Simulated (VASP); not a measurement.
Write the native input for VASP 6.6.1 that does the following.

```yaml
Task: single point
Functional: PBE
Potentials_or_basis: VASP PAW PBE potentials, release 64 (Zn, Se, S)
Cutoff: 520 eV
k_mesh: 12 × 12 × 4
Occupations: gaussian, width 0.02 eV
Spin: no spin polarisation
Dipole_correction: no
Further_INCAR_settings: ALGO = Normal; EDIFF = 1e-06; NBANDS = 36
```

The structure of Zn3Se2S lies in POSCAR:

```
Zn3Se2S
1.0
    3.9859881267      0.0000000289      0.0000000000
   -1.9929940884      3.4519669625      0.0000000000
    0.0000000000      0.0000000000      9.7655902000
Zn Se S
3 2 1
Direct
    0.0000000000      0.0000000000      0.9904880000
    0.6666666667      0.3333333333      0.3330910000
    0.3333333333      0.6666666667      0.6760390000
    0.6666666667      0.3333333333      0.0796640000
    0.3333333333      0.6666666667      0.4216970000
    0.0000000000      0.0000000000      0.7490200000
```

The input as run:

INCAR

```
SYSTEM = Zn3Se2S
ALGO = Normal
EDIFF = 1E-6
ENCUT = 520
GGA = PE
ISIF = 2
ISMEAR = 0
LASPH = .TRUE.
LCHARG = .FALSE.
LREAL = .FALSE.
LWAVE = .FALSE.
NBANDS = 36
NELM = 100
PREC = Accurate
SIGMA = 0.02
```

KPOINTS

```
k-points
0
G
  12 12 4
  0 0 0
```

Potentials or basis: VASP PAW PBE potentials, release 64 (Zn, Se, S).

Launch:

```bash
$ cat potpaw_PBE.64/Zn/POTCAR potpaw_PBE.64/Se/POTCAR potpaw_PBE.64/S/POTCAR > POTCAR
$ mpirun -np 1 vasp_std > vasp.out
```

Results of the run:

```yaml
Pressure: 0.2 GPa
Largest_force: 0.012 eV/Å
Band_gap_on_the_k_mesh: 1.26 eV, direct
```

Wall time 7.6 min on 1 thread of Oxide Virtual Turin-like Processor (shared host), peak memory 0.41 GiB.
